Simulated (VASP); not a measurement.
A run of VASP 6.6.1 is set up as follows.

The input INCAR:

```
SYSTEM = LiMg2O2
PREC = Accurate
ENCUT = 650
EDIFF = 1E-6
ISMEAR = -1
SIGMA = 0.1
LREAL = .False.
LASPH = .True.
NELM = 120
ALGO = Normal
ISIF = 2
LWAVE = .False.
LCHARG = .True.
LDIPOL = .True.
IDIPOL = 3
DIPOL = 0.5 0.5 0.483
GGA = PE
LELF = .True.
LVHAR = .True.
LVACPOTAV = .True.
NBANDS = 18
GGA_COMPAT = .False.
NELMDL = -8
```

File KPOINTS:

```
regular mesh
0
Gamma
  5 5 1
  0 0 0
```

The input POSCAR:

```
LiMg2O2
1.0
    2.9818692963      0.0000000000      0.0000000000
    1.4909346481      2.5823745613      0.0000000000
    0.0000000000      0.0000000000     20.6520291278
Mg O Li
2 2 1
Direct
    0.0000000000      0.0000000000      0.3534761623
    0.3333333333      0.3333333333      0.4713670519
    0.6666666667      0.6666666667      0.4124216071
    1.0000000000      1.0000000000      0.5303124967
    1.0000000000      1.0000000000      0.6465238377
```

Potentials or basis: VASP PAW PBE potentials, release 64 (Mg, O, Li_sv).

Run with:

```sh
$ cat potpaw_PBE.64/Mg/POTCAR potpaw_PBE.64/O/POTCAR potpaw_PBE.64/Li_sv/POTCAR > POTCAR
$ mpirun -np 1 vasp_std > vasp.out
```

Question: Estimate the band gap on the k mesh.

Answer: Zero (an odd number of electrons rules out a gap without spin polarisation).

Question: Estimate the largest force.

Answer: 3.085 eV/Å.

Forces on the atoms (eV/Å):
```
Mg   0.000  0.000  0.478
Mg   0.000  0.000  3.085
O    0.000  0.000 -1.725
O    0.000  0.000 -0.270
Li   0.000  0.000 -1.568
```

Caveat: the k points lie up to 0.49 Å⁻¹ apart, too coarse for converged energies and pressures of a metal; an odd number of electrons without spin polarisation forces a metal; a magnetic or distorted state may lie lower.
